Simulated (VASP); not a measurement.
# KMgF3 (Cmmm) in VASP: a series of runs

Runs on KMgF3. Level: PBEsol. Tasks: single point.

Program: VASP 6.6.1. These are calculated values, not measurements. Logs are shortened: lines on timing, memory, paths and dates and some standing lists are left out, and cuts for length are marked.

**1. The cell of the first run**

The structure is orthorhombic, space group Cmmm (No. 65). The conventional cell has a = 5.616 Å, b = 5.658 Å, c = 3.986 Å, α = 90.00°, β = 90.00°, γ = 90.00°. K (site symmetry mmm) has 12 F at 2.81 to 2.83 Å and 8 Mg at 3.44 to 3.46 Å within 3.7 Å. Mg (site symmetry mmm) has 6 F at 1.99 Å within 2.6 Å. Within 2.6 Å of F (site symmetry 2/m) lie 2 Mg at 1.99 Å. Within 2.6 Å of F (site symmetry mmm) lie 2 Mg at 1.99 Å.

**2. Single point, PBEsol (strain +0.0075 x Voigt [0, 0, 0, 0, 0, 1])**

Input file INCAR:

```
SYSTEM = KMgF3
  PREC = Accurate
  ENCUT = 520
  EDIFF = 1E-6
  ISMEAR = 0
  SIGMA = 0.05
  LREAL = .FALSE.
  LASPH = .TRUE.
  NELM = 60
  ALGO = Normal
  ISIF = 2
  LWAVE = .FALSE.
  LCHARG = .FALSE.
  GGA = PS
  NBANDS = 24
```

Input file KPOINTS:

```
Automatic mesh
0
G
  6 6 6
  0 0 0
```

Input file POSCAR:

```
KMgF3
1.0
    3.9859000000      0.0149471250      0.0000000000
    0.0149471250      3.9859000000      0.0000000000
    0.0000000000      0.0000000000      3.9859000000
K Mg F
1 1 3
Direct
    0.5000000000      0.5000000000      0.5000000000
    0.0000000000      0.0000000000      0.0000000000
    0.5000000000      0.0000000000      0.0000000000
    0.0000000000      0.5000000000      0.0000000000
    0.0000000000      0.0000000000      0.5000000000
```

Potentials or basis: VASP PAW PBE potentials, release 64 (K_sv, Mg, F).

The run is started by

```bash
cat potpaw_PBE.64/K_sv/POTCAR potpaw_PBE.64/Mg/POTCAR potpaw_PBE.64/F/POTCAR > POTCAR
mpirun -np 1 vasp_std > vasp.out
```

OUTCAR:

```text
SYSTEM = KMgF3
   PREC = Accurate
   ENCUT = 520
   EDIFF = 1E-6
   ISMEAR = 0
   LREAL = .FALSE.
   LASPH = .TRUE.
   NELM = 60
   ISIF = 2
   GGA = PS

 ion  position               nearest neighbor table
   1  0.500  0.500  0.500-   5 2.81   5 2.81   3 2.82   4 2.82   3 2.82   3 2.82   3 2.82   4 2.82
                             4 2.82   4 2.82   5 2.83   5 2.83   2 3.44   2 3.44   2 3.44   2 3.44
   2  0.000  0.000  0.000-   5 1.99   5 1.99   3 1.99   4 1.99   4 1.99   3 1.99   1 3.44   1 3.44
                             1 3.44   1 3.44   1 3.46   1 3.46   1 3.46   1 3.46
   3  0.500  0.000  0.000-   2 1.99   2 1.99   1 2.82   1 2.82   1 2.82   1 2.82
   4  0.000  0.500  0.000-   2 1.99   2 1.99   1 2.82   1 2.82   1 2.82   1 2.82
   5  0.000  0.000  0.500-   2 1.99   2 1.99   1 2.81   1 2.81   1 2.83   1 2.83

  LATTYP: Found a base centered orthorhombic cell.
 ALAT       =     5.6157754114
 B/A-ratio  =     1.0075282309
 C/A-ratio  =     0.7097684127

  Lattice vectors:

 A1 = (  -0.0149471250,  -3.9859000000,   0.0000000000)
 A2 = (   3.9859000000,   0.0149471250,   0.0000000000)
 A3 = (   0.0000000000,   0.0000000000,   3.9859000000)

Analysis of symmetry for initial positions (statically):
=====================================================================
 Subroutine PRICEL returns:
 Original cell was already a primitive cell.

 Routine SETGRP: Setting up the symmetry group for a
 base centered orthorhombic supercell.

 Subroutine GETGRP returns: Found  8 space group operations
 (whereof  8 operations were pure point group operations)
 out of a pool of  8 trial point group operations.

The static configuration has the point symmetry D_2h.

Analysis of symmetry for dynamics (positions and initial velocities):
=====================================================================
 Subroutine PRICEL returns:
 Original cell was already a primitive cell.

 Routine SETGRP: Setting up the symmetry group for a
 base centered orthorhombic supercell.

 Subroutine GETGRP returns: Found  8 space group operations
 (whereof  8 operations were pure point group operations)
 out of a pool of  8 trial point group operations.

The dynamic configuration has the point symmetry D_2h.

 Subroutine INISYM returns: Found  8 space group operations
 (whereof  8 operations are pure point group operations),
 and found     1 'primitive' translations

----------------------------------------------------------------------------------------

                                     Primitive cell

  volume of cell :      63.3247

  direct lattice vectors                    reciprocal lattice vectors
     3.985900000  0.014947125  0.000000000     0.250887896 -0.000940830  0.000000000
     0.014947125  3.985900000  0.000000000    -0.000940830  0.250887896  0.000000000
     0.000000000  0.000000000  3.985900000     0.000000000  0.000000000  0.250884367

  length of vectors
     3.985928026  3.985928026  3.985900000     0.250889660  0.250889660  0.250884367

  position of ions in fractional coordinates (direct lattice)
     0.500000000  0.500000000  0.500000000
     0.000000000  0.000000000  0.000000000
     0.500000000  0.000000000  0.000000000
     0.000000000  0.500000000  0.000000000
     0.000000000  0.000000000  0.500000000

  ion indices of the primitive-cell ions
   primitive index   ion index
                 1           1
                 2           2
                 3           3
                 4           4
                 5           5

----------------------------------------------------------------------------------------

 KPOINTS: Automatic mesh

Automatic generation of k-mesh.
 Grid dimensions read from file:
 generate k-points for:    6    6    6

 Generating k-lattice:

  Cartesian coordinates                     Fractional coordinates (reciprocal lattice)
     0.041814649 -0.000156805  0.000000000     0.166666667  0.000000000  0.000000000
    -0.000156805  0.041814649  0.000000000     0.000000000  0.166666667  0.000000000
     0.000000000  0.000000000  0.041814061     0.000000000  0.000000000  0.166666667

  Length of vectors
     0.041814943  0.041814943  0.041814061

  Shift w.r.t. Gamma in fractional coordinates (k-lattice)
     0.000000000  0.000000000  0.000000000

 Subroutine IBZKPT returns following result:
 ===========================================

 Found     52 irreducible k-points:

 Following reciprocal coordinates:
            Coordinates               Weight
  0.000000  0.000000  0.000000      1.000000
  0.166667  0.000000  0.000000      4.000000
  0.333333  0.000000  0.000000      4.000000
  0.500000  0.000000  0.000000      2.000000
  0.166667  0.166667  0.000000      2.000000
  0.333333  0.166667  0.000000      4.000000
[... 16 lines left out ...]
  0.333333  0.333333  0.166667      4.000000
  0.500000  0.333333  0.166667      8.000000
 [... further k-points ...]
   k-points           NKPTS =     52   k-points in BZ     NKDIM =     52   number of bands    NBANDS=     24
   number of dos      NEDOS =    301   number of ions     NIONS =      5
   total plane-waves  NPLWV =  27000
   dimension x,y,z NGX =    30 NGY =   30 NGZ =   30
   dimension x,y,z NGXF=    60 NGYF=   60 NGZF=   60
   ions per type =               1   1   3
   NGX,Y,Z   is equivalent  to a cutoff of  12.51, 12.51, 12.51 a.u.
   NGXF,Y,Z  is equivalent  to a cutoff of  25.02, 25.02, 25.03 a.u.
 SYSTEM =  KMgF3
   PREC   = accura    normal or accurate (medium, high low for compatibility)
   ISTART =      0    job   : 0-new  1-cont  2-samecut
   ICHARG =      2    charge: 1-file 2-atom 10-const
   ISPIN  =      1    spin polarized calculation?
   LNONCOLLINEAR =      F non collinear calculations
   LSORBIT =      F    spin-orbit coupling
   LASPH  =      T    aspherical Exc in radial PAW
   ENCUT  =  520.0 eV  38.22 Ry    6.18 a.u.   7.41  7.41  7.41*2*pi/ulx,y,z
   NELM   =     60;   NELMIN=  2; NELMDL= -5     # of ELM steps
   EDIFF  = 0.1E-05   stopping-criterion for ELM
   LREAL  =      F    real-space projection
   EDIFFG = 0.1E-04   stopping-criterion for IOM
   NSW    =      0    number of steps for IOM
   IBRION =     -1    ionic relax: 0-MD 1-quasi-New 2-CG
   NFREE  =      0    steps in history (QN), initial steepest desc. (CG)
   ISIF   =      2    stress and relaxation
   ISYM   =      2    0-nonsym 1-usesym 2-fastsym
   POTIM  = 0.5000    time-step for ionic-motion
   TEBEG  =    0.0;   TEEND  =   0.0 temperature during run
   PSTRESS=    0.0 pullay stress
   NELECT =      32.0000    total number of electrons
   NUPDOWN=      -1.0000    fix difference up-down
   EMIN   =  10.00;   EMAX   =-10.00  energy-range for DOS
   EFERMI =   0.00;   METHOD = LEGACY
   ISMEAR =     0;   SIGMA  =   0.05  broadening in eV -4-tet -1-fermi 0-gaus
   EFERMI_NEDOS =   21; number of points for ismear=-14 and -15
   IALGO  =     38    algorithm
   IMIX   =      4    mixing-type and parameters
     AMIX     =   0.40;   BMIX     =  1.00
     AMIX_MAG =   1.60;   BMIX_MAG =  1.00
  volume/ion in A,a.u.               =      12.66        85.47
  Fermi-wavevector in a.u.,A,eV,Ry     =   1.303969  2.464143 23.134449  1.700334
  Thomas-Fermi vector in A             =   2.434935
   LORBIT       =      0    0 simple, 1 ext, 2 COOP (PROOUT), +10 PAW based schemes
   GGA     = PS    functional components
   LHFCALC =     F    Hartree Fock is set to
   AEXX    =    0.0000 exact exchange contribution
   IVDW    =     0    specifies the selected vdW correction
   LEPSILON=     F    determine dielectric tensor
   LRPA    =     F    only Hartree local field effects (RPA)
 non-spin polarized calculation
 Gauss-broadening in eV      SIGMA  =   0.05
  energy-cutoff  :      520.00
  volume of cell :       63.32
 maximum number of plane-waves:      1743
 NGX is ok and might be reduce to    30
   NGX = 15   NGY = 15   NGZ = 15

 number of electron      31.9999958 magnetization

 Free energy of the ion-electron system (eV)
  ---------------------------------------------------
  ext. energy  EPLUGINS =         0.00000000
  ---------------------------------------------------
  free energy    TOTEN  =       -25.26243231 eV

  energy without entropy =      -25.26243231  energy(sigma->0) =      -25.26243231

 E-fermi :  -1.4206     XC(G=0):  -9.9449

 val. band max:       -1.7041396376   @ k =   0.5000   0.5000   0.5000
 cond. band min:       5.4158749303   @ k =   0.0000   0.0000   0.0000
 fundamental gap:      7.1200145679
 Fermi energy:        -1.4206277756

 k-point     1 :       0.0000    0.0000    0.0000
  band No.  band energies     occupation
      1     -27.1831      2.00000
      2     -21.7178      2.00000
      3     -21.0485      2.00000
      4     -21.0481      2.00000
      5     -10.7520      2.00000
      6     -10.7479      2.00000
[... 16 lines left out ...]
     23      12.1611      0.00000
     24      15.0188      0.00000

 k-point     2 :       0.1667    0.0000    0.0000
  band No.  band energies     occupation
      1     -27.1757      2.00000
      2     -21.6875      2.00000
      3     -21.0862      2.00000
      4     -21.0456      2.00000
      5     -10.7445      2.00000
      6     -10.7333      2.00000
[... 16 lines left out ...]
     23      12.1552      0.00000
     24      14.9002      0.00000

 k-point     3 :       0.3333    0.0000    0.0000
  band No.  band energies     occupation
      1     -27.1607      2.00000
      2     -21.6127      2.00000
      3     -21.1762      2.00000
      4     -21.0412      2.00000
      5     -10.7353      2.00000
      6     -10.7037      2.00000
[... 16 lines left out ...]
     23      12.1301      0.00000
     24      14.5462      0.00000

 k-point     4 :       0.5000    0.0000    0.0000
  band No.  band energies     occupation
      1     -27.1531      2.00000
      2     -21.5617      2.00000
      3     -21.2345      2.00000
      4     -21.0382      2.00000
      5     -10.7311      2.00000
      6     -10.6887      2.00000
[... 16 lines left out ...]
     23      12.6746      0.00000
     24      13.6109      0.00000

 k-point     5 :       0.1667    0.1667    0.0000
  band No.  band energies     occupation
      1     -27.1688      2.00000
      2     -21.6559      2.00000
      3     -21.0992      2.00000
      4     -21.0651      2.00000
      5     -10.7689      2.00000
      6     -10.7193      2.00000
[... 16 lines left out ...]
     23      12.2150      0.00000
     24      14.2886      0.00000

 k-point     6 :       0.3333    0.1667    0.0000
  band No.  band energies     occupation
      1     -27.1549      2.00000
      2     -21.5771      2.00000
      3     -21.1789      2.00000
      4     -21.0682      2.00000
      5     -10.7700      2.00000
      6     -10.7108      2.00000
[... 16 lines left out ...]
     23      12.2617      0.00000
     24      13.8778      0.00000
[... 379 lines left out ...]
 k-point    21 :      -0.3333    0.1667    0.1667
  band No.  band energies     occupation
      1     -27.1493      2.00000
      2     -21.5407      2.00000
      3     -21.1837      2.00000
      4     -21.0920      2.00000
      5     -10.7806      2.00000
      6     -10.7549      2.00000
[... 16 lines left out ...]
     23      12.3573      0.00000
     24      13.8756      0.00000

 k-point    22 :      -0.1667    0.1667    0.1667
  band No.  band energies     occupation
      1     -27.1622      2.00000
      2     -21.6221      2.00000
      3     -21.0999      2.00000
      4     -21.0979      2.00000
      5     -10.7620      2.00000
      6     -10.7582      2.00000
[... 16 lines left out ...]
     23      12.2317      0.00000
     24      14.4470      0.00000

 k-point    23 :       0.3333    0.3333    0.1667
  band No.  band energies     occupation
      1     -27.1387      2.00000
      2     -21.4574      2.00000
      3     -21.1958      2.00000
      4     -21.1449      2.00000
      5     -10.8259      2.00000
      6     -10.7931      2.00000
[... 16 lines left out ...]
     23      12.7388      0.00000
     24      13.3548      0.00000

 k-point    24 :       0.5000    0.3333    0.1667
  band No.  band energies     occupation
      1     -27.1332      2.00000
      2     -21.3855      2.00000
      3     -21.2484      2.00000
      4     -21.1562      2.00000
      5     -10.8306      2.00000
      6     -10.8203      2.00000
[... 16 lines left out ...]
     23      12.5342      0.00000
     24      13.4340      0.00000

 [... further k-points ...]

------------------------ aborting loop because EDIFF is reached ----------------------------------------

  FORCE on cell =-STRESS in cart. coord.  units (eV):
  Direction    XX          YY          ZZ          XY          YZ          ZX
  --------------------------------------------------------------------------------------
  -------------------------------------------------------------------------------------
  Total       -0.0339797     -0.0339797     -0.0345319     -0.1370916      0.0000000      0.0000000
  in kB       -0.8597191     -0.8597191     -0.8736917     -3.4685528      0.0000000      0.0000000
  external PRESSURE =      -0.8643766 kB  Pullay stress =       0.0000000 kB

 VOLUME and BASIS-vectors are now :
 -----------------------------------------------------------------------------
  energy-cutoff  :      520.00
  volume of cell :       63.32
      direct lattice vectors                 reciprocal lattice vectors
     3.985900000  0.014947125  0.000000000     0.250887896 -0.000940830  0.000000000
     0.014947125  3.985900000  0.000000000    -0.000940830  0.250887896  0.000000000
     0.000000000  0.000000000  3.985900000     0.000000000  0.000000000  0.250884367

 POSITION                                       TOTAL-FORCE (eV/Angst)
 -----------------------------------------------------------------------------------
      2.00042      2.00042      1.99295         0.000000      0.000000      0.000000
      0.00000      0.00000      0.00000        -0.000000      0.000000      0.000000
      1.99295      0.00747      0.00000        -0.000000      0.000000      0.000000
      0.00747      1.99295      0.00000         0.000000      0.000000      0.000000
      0.00000      0.00000      1.99295        -0.000000      0.000000      0.000000
 -----------------------------------------------------------------------------------
    total drift:                                0.000000     -0.000000      0.000000

  FREE ENERGIE OF THE ION-ELECTRON SYSTEM (eV)
  ---------------------------------------------------
  free  energy   TOTEN  =       -25.2624323055 eV

  energy  without entropy=      -25.2624323055  energy(sigma->0) =      -25.26243231
```

Wall time 34 s (1 thread of Intel Xeon 6975P-C (Granite Rapids), shared host); peak memory 0.21 GiB.

Results:

```
Free energy            : -25.2624 eV
Pressure               : -0.1 GPa
Band gap on the k mesh : 7.12 eV, indirect (least direct gap 7.43 eV)
```

Levels at points of the mesh, in eV from the valence-band top:
```
           k point  band 13  band 14  band 15  band 16  band 17  band 18  band 19  band 20
(0.00, 0.00, 0.00)    -0.63    -0.34    -0.33    -0.31     7.12     9.94     9.94    12.11
(0.50, 0.00, 0.00)    -0.88    -0.88    -0.54    -0.54     9.95    10.29    11.00    12.74
(0.50, 0.50, 0.00)    -1.05    -0.91    -0.91    -0.02    10.81    11.58    12.43    12.45
(0.00, 0.00, 0.50)    -0.88    -0.88    -0.56    -0.51     9.95    10.29    11.00    12.71
(0.50, 0.00, 0.50)    -1.06    -0.91    -0.91    -0.02    10.81    11.58    12.44    12.44
(0.50, 0.50, 0.50)    -1.13     0.00     0.00     0.00    10.28    10.30    10.33    13.80
```

Caveat: the cell differs from its parent crystal (strain +0.0075 x Voigt [0, 0, 0, 0, 0, 1]); the PAW data sets were made with another functional, which shifts forces and pressure a little. A k mesh can miss the band edges.

**3. Single point, PBEsol (strain +0.0025 x Voigt [0, 0, 0, 0, 0, 1])**

Input file INCAR:

```
SYSTEM = KMgF3
PREC = Accurate
ENCUT = 520
EDIFF = 1E-7
ISMEAR = 0
SIGMA = 0.05
LREAL = .FALSE.
LASPH = .TRUE.
NELM = 80
ALGO = Normal
ISIF = 2
LWAVE = .FALSE.
LCHARG = .FALSE.
GGA = PS
NBANDS = 24
```

Input file KPOINTS:

```
regular mesh
0
G
  6 6 6
  0 0 0
```

Edit POSCAR of step 2 so:

```diff
@@ -2,4 +2,4 @@
 1.0
-    3.9859000000      0.0149471250      0.0000000000
-    0.0149471250      3.9859000000      0.0000000000
+    3.9859000000      0.0049823750      0.0000000000
+    0.0049823750      3.9859000000      0.0000000000
     0.0000000000      0.0000000000      3.9859000000
```

Potentials or basis: VASP PAW PBE potentials, release 64 (K_sv, Mg, F).

The run is started by

```bash
cat potpaw_PBE.64/K_sv/POTCAR potpaw_PBE.64/Mg/POTCAR potpaw_PBE.64/F/POTCAR > POTCAR
mpirun -np 1 vasp_std > vasp.out
```

Run time: 38 s. Hardware: 1 thread of Intel Xeon 6975P-C (Granite Rapids), shared host; peak memory 0.21 GiB.

The run converged. Its results:

- Free energy: -25.2629 eV
- Pressure: -0.1 GPa
- Band gap on the k mesh: 7.12 eV, indirect (least direct gap 7.44 eV)

Stress tensor (GPa, compression positive):
```
-0.07 -0.12  0.00
-0.12 -0.07  0.00
 0.00  0.00 -0.07
```

Levels at points of the mesh, in eV from the valence-band top:
```csv
k point,band 13,band 14,band 15,band 16,band 17,band 18,band 19,band 20
"(0.00, 0.00, 0.00)",-0.63,-0.33,-0.33,-0.32,7.12,9.94,9.94,12.13
"(0.50, 0.00, 0.00)",-0.88,-0.88,-0.54,-0.54,9.96,10.29,11.01,12.74
"(0.50, 0.50, 0.00)",-1.06,-0.91,-0.91,-0.02,10.81,11.58,12.44,12.45
"(0.00, 0.00, 0.50)",-0.88,-0.88,-0.55,-0.53,9.96,10.29,11.01,12.73
"(0.50, 0.00, 0.50)",-1.06,-0.91,-0.91,-0.02,10.81,11.58,12.44,12.44
"(0.50, 0.50, 0.50)",-1.13,0.00,0.00,0.00,10.30,10.31,10.31,13.80
```

Caveat: the cell differs from its parent crystal (strain +0.0025 x Voigt [0, 0, 0, 0, 0, 1]); the PAW data sets were made with another functional, which shifts forces and pressure a little.
